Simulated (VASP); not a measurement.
# MgF2 (P4_2/mnm) in VASP: a series of runs

Runs on MgF2. Level: LDA. Tasks: electric field gradients, single point.

Everything below comes from runs of VASP 6.6.1. Logs are shortened: lines on timing, memory, paths and dates and some standing lists are left out, and cuts for length are marked.

## 1. The cell of the first run

The structure is tetragonal, space group P4_2/mnm (No. 136). Conventional cell: a = 4.682 Å, b = 4.682 Å, c = 3.056 Å, α = 90.00°, β = 90.00°, γ = 90.00°. Mg (site symmetry mmm) has 6 F at 2.00 to 2.01 Å within 2.7 Å. F (site symmetry m2m) has 3 Mg at 2.00 to 2.01 Å and 1 F at 2.61 Å within 2.7 Å.

## 2. Electric field gradients, LDA (11.16 Å³/atom)

INCAR

```
SYSTEM = MgF2
  PREC = Accurate
  ENCUT = 520
  EDIFF = 1E-8
  ISMEAR = -1
  SIGMA = 0.02
  LREAL = .False.
  LASPH = .True.
  NELM = 120
  ALGO = Normal
  ISIF = 2
  LWAVE = .False.
  LCHARG = .False.
  GGA = CA
  LEFG = .True.
  NBANDS = 25
  GGA_COMPAT = .False.
```

KPOINTS

```
regular mesh
0
Gamma
  5 5 7
  0 0 0
```

POSCAR

```
MgF2
1.0
    4.6821135529      0.0000000000      0.0000000000
    0.0000000000      4.6821135529      0.0000000000
    0.0000000000      0.0000000000      3.0555874460
Mg F
2 4
Direct
    0.0000000000      0.0000000000      0.0000000000
    0.5000000000      0.5000000000      0.5000000000
    0.3028000000      0.3028000000      0.0000000000
    0.1972000000      0.8028000000      0.5000000000
    0.6972000000      0.6972000000      0.0000000000
    0.8028000000      0.1972000000      0.5000000000
```

Potentials or basis: VASP PAW LDA potentials, release 64 (Mg, F).

The run is started by

```sh
$ cat potpaw_LDA.64/Mg/POTCAR potpaw_LDA.64/F/POTCAR > POTCAR
$ mpirun -np 1 vasp_std > vasp.out
```

OUTCAR:

```text
SYSTEM = MgF2
   PREC = Accurate
   ENCUT = 520
   EDIFF = 1E-8
   ISMEAR = -1
   LREAL = .False.
   LASPH = .True.
   NELM = 120
   ISIF = 2
   GGA = CA

 ion  position               nearest neighbor table
   1  0.000  0.000  0.000-   3 2.00   5 2.00   4 2.01   6 2.01   4 2.01   6 2.01   2 3.65   2 3.65
                             2 3.65   2 3.65   2 3.65   2 3.65   2 3.65   2 3.65
   2  0.500  0.500  0.500-   4 2.00   6 2.00   5 2.01   3 2.01   3 2.01   5 2.01   1 3.65   1 3.65
                             1 3.65   1 3.65   1 3.65   1 3.65   1 3.65   1 3.65
   3  0.303  0.303  0.000-   1 2.00   2 2.01   2 2.01
   4  0.197  0.803  0.500-   2 2.00   1 2.01   1 2.01
   5  0.697  0.697  0.000-   1 2.00   2 2.01   2 2.01
   6  0.803  0.197  0.500-   2 2.00   1 2.01   1 2.01

  LATTYP: Found a simple tetragonal cell.
 ALAT       =     4.6821135529
 C/A-ratio  =     0.6526085733

  Lattice vectors:

 A1 = (   4.6821135529,   0.0000000000,   0.0000000000)
 A2 = (   0.0000000000,   4.6821135529,   0.0000000000)
 A3 = (   0.0000000000,   0.0000000000,   3.0555874460)

Analysis of symmetry for initial positions (statically):
=====================================================================
 Subroutine PRICEL returns:
 Original cell was already a primitive cell.

 Routine SETGRP: Setting up the symmetry group for a
 simple tetragonal supercell.

 Subroutine GETGRP returns: Found 16 space group operations
 (whereof  8 operations were pure point group operations)
 out of a pool of 16 trial point group operations.

The static configuration has the point symmetry D_2h.
 The point group associated with its full space group is D_4h.

Analysis of symmetry for dynamics (positions and initial velocities):
=====================================================================
 Subroutine PRICEL returns:
 Original cell was already a primitive cell.

 Routine SETGRP: Setting up the symmetry group for a
 simple tetragonal supercell.

 Subroutine GETGRP returns: Found 16 space group operations
 (whereof  8 operations were pure point group operations)
 out of a pool of 16 trial point group operations.

The dynamic configuration has the point symmetry D_2h.
[... 159 lines left out ...]
 fundamental gap:      6.5896175428
 Fermi energy:        -1.3166483749

 k-point     1 :       0.0000    0.0000    0.0000
  band No.  band energies     occupation
      1     -22.0382      2.00000
      2     -21.2404      2.00000
      3     -21.2404      2.00000
      4     -21.1397      2.00000
      5      -5.8579      2.00000
      6      -4.2431      2.00000
[... 661 lines left out ...]
     24      13.3269      0.00000
     25      15.2059      0.00000

------------------------ aborting loop because EDIFF is reached ----------------------------------------

  FORCE on cell =-STRESS in cart. coord.  units (eV):
  Direction    XX          YY          ZZ          XY          YZ          ZX
  --------------------------------------------------------------------------------------
  -------------------------------------------------------------------------------------
  Total       -3.6319920     -3.6319920     -3.2880819      0.0000000      0.0000000      0.0000000
  in kB      -86.8714091    -86.8714091    -78.6456325      0.0000000      0.0000000      0.0000000
  external PRESSURE =     -84.1294836 kB  Pullay stress =       0.0000000 kB

 VOLUME and BASIS-vectors are now :
 -----------------------------------------------------------------------------
  energy-cutoff  :      520.00
  volume of cell :       66.99
      direct lattice vectors                 reciprocal lattice vectors
     4.682113553  0.000000000  0.000000000     0.213578759  0.000000000  0.000000000
     0.000000000  4.682113553  0.000000000     0.000000000  0.213578759  0.000000000
     0.000000000  0.000000000  3.055587446     0.000000000  0.000000000  0.327269312

 POSITION                                       TOTAL-FORCE (eV/Angst)
 -----------------------------------------------------------------------------------
      0.00000      0.00000      0.00000         0.000000      0.000000     -0.000000
      2.34106      2.34106      1.52779         0.000000      0.000000     -0.000000
      1.41774      1.41774      0.00000         0.059016      0.059016     -0.000000
      0.92331      3.75880      1.52779        -0.059016      0.059016     -0.000000
      3.26437      3.26437      0.00000        -0.059016     -0.059016      0.000000
      3.75880      0.92331      1.52779         0.059016     -0.059016      0.000000
 -----------------------------------------------------------------------------------
    total drift:                                0.000000      0.000000      0.000000

  FREE ENERGIE OF THE ION-ELECTRON SYSTEM (eV)
  ---------------------------------------------------
  free  energy   TOTEN  =       -34.9404879941 eV

  energy  without entropy=      -34.9404879941  energy(sigma->0) =      -34.94048799

 Electric field gradients (V/A^2)
---------------------------------------------------------------------
 ion       V_xx      V_yy      V_zz      V_xy      V_xz      V_yz
---------------------------------------------------------------------
   1       2.620     2.620    -5.239    -2.868     0.000    -0.000
   2       2.620     2.620    -5.239     2.868     0.000     0.000
   3      -7.784    -7.784    15.567    43.377    -0.000    -0.000
   4      -7.784    -7.784    15.567   -43.377    -0.000    -0.000
   5      -7.784    -7.784    15.567    43.377     0.000     0.000
   6      -7.784    -7.784    15.567   -43.377     0.000    -0.000
---------------------------------------------------------------------

 Electric field gradients after diagonalization (V/A^2)
 (convention: |V_zz| > |V_xx| > |V_yy|)
----------------------------------------------------------------------
 ion       V_xx      V_yy      V_zz     asymmetry (V_yy - V_xx)/ V_zz
----------------------------------------------------------------------
   1      -5.239    -0.249     5.488       0.909
   2      -5.239    -0.249     5.488       0.909
   3      35.594    15.567   -51.161       0.391
   4      35.594    15.567   -51.161       0.391
   5      35.594    15.567   -51.161       0.391
   6      35.594    15.567   -51.161       0.391
----------------------------------------------------------------------

           NMR quadrupolar parameters

 Cq : quadrupolar parameter    Cq=e*Q*V_zz/h
 eta: asymmetry parameters     (V_yy - V_xx)/ V_zz
 Q  : nuclear electric quadrupole moment in mb (millibarn)
----------------------------------------------------------------------
 ion       Cq(MHz)       eta       Q (mb)
----------------------------------------------------------------------
   1       0.013       0.909       1.000
   2       0.013       0.909       1.000
   3      -0.124       0.391       1.000
   4      -0.124       0.391       1.000
   5      -0.124       0.391       1.000
   6      -0.124       0.391       1.000
----------------------------------------------------------------------
```

OSZICAR:

```text
N       E                     dE             d eps       ncg     rms          rms(c)
DAV:   1     0.160922345891E+03    0.16092E+03   -0.17556E+04  1248   0.119E+03
DAV:   2    -0.293425523216E+02   -0.19026E+03   -0.18367E+03  1454   0.283E+02
DAV:   3    -0.374419430899E+02   -0.80994E+01   -0.80763E+01  1465   0.566E+01
DAV:   4    -0.374844428522E+02   -0.42500E-01   -0.42494E-01  1378   0.473E+00
DAV:   5    -0.374846436203E+02   -0.20077E-03   -0.20076E-03  1491   0.314E-01    0.944E+00
DAV:   6    -0.350255035574E+02    0.24591E+01   -0.74469E+00  1297   0.194E+01    0.294E+00
DAV:   7    -0.349710293449E+02    0.54474E-01   -0.69812E-02  1318   0.182E+00    0.179E+00
DAV:   8    -0.349406205704E+02    0.30409E-01   -0.38840E-02  1372   0.194E+00    0.191E-01
DAV:   9    -0.349404166112E+02    0.20396E-03   -0.82128E-04  1435   0.218E-01    0.752E-02
DAV:  10    -0.349404890418E+02   -0.72431E-04   -0.32896E-05  1344   0.456E-02    0.765E-03
DAV:  11    -0.349404879494E+02    0.10923E-05   -0.35864E-06  1499   0.140E-02    0.216E-03
DAV:  12    -0.349404879971E+02   -0.47689E-07   -0.11010E-07  1394   0.268E-03    0.739E-04
DAV:  13    -0.349404879941E+02    0.29763E-08   -0.10539E-08   898   0.823E-04
   1 F= -.34940488E+02 E0= -.34940488E+02  d E =-.252473E-11
```

stdout:

```text
POSCAR found type information on POSCAR MgF
 POSCAR found :  2 types and       6 ions
 scaLAPACK will be used
 LDA part: xc-table for (Slater(with rela. corr.)+CA(PZ))
 , standard interpolation
 POSCAR, INCAR and KPOINTS ok, starting setup
 FFT: planning ... GRIDC
 FFT: planning ... GRID_SOFT
 FFT: planning ... GRID
 WAVECAR not read
 entering main loop
ion   1

ion   2

ion   3

ion   4

ion   5

ion   6
```

It took 28 s on 1 thread of Intel Xeon 8259CL, shared host; peak memory 0.17 GiB.

What came out:

```
Free energy                             : -34.9405 eV
Pressure                                : -8.4 GPa
Largest force                           : 0.083 eV/Å
Band gap on the k mesh                  : 6.59 eV
Largest electric field gradient by atom : Mg +5.5; F -51.2 V/Å²
```

Forces in eV/Å, atoms in the order of the input:
```
Mg   0.000  0.000  0.000
Mg   0.000  0.000  0.000
F    0.059  0.059  0.000
F   -0.059  0.059  0.000
F   -0.059 -0.059  0.000
F    0.059 -0.059  0.000
```

Electric field gradients, principal values (V/Å²):
```csv
atom,least,middle,greatest (by size)
1 Mg,-0.249,-5.239,5.488
2 Mg,-0.249,-5.239,5.488
3 F,15.567,35.594,-51.161
4 F,15.567,35.594,-51.161
5 F,15.567,35.594,-51.161
6 F,15.567,35.594,-51.161
```

Caveat: the cell stands under tension; without QUAD_EFG the Cq values of the log hold for a quadrupole moment of 1 mb, not for the nuclei; an odd mesh through Γ misses points on the zone boundary, where band edges can lie.

(Part 1 of 2 ends here.)
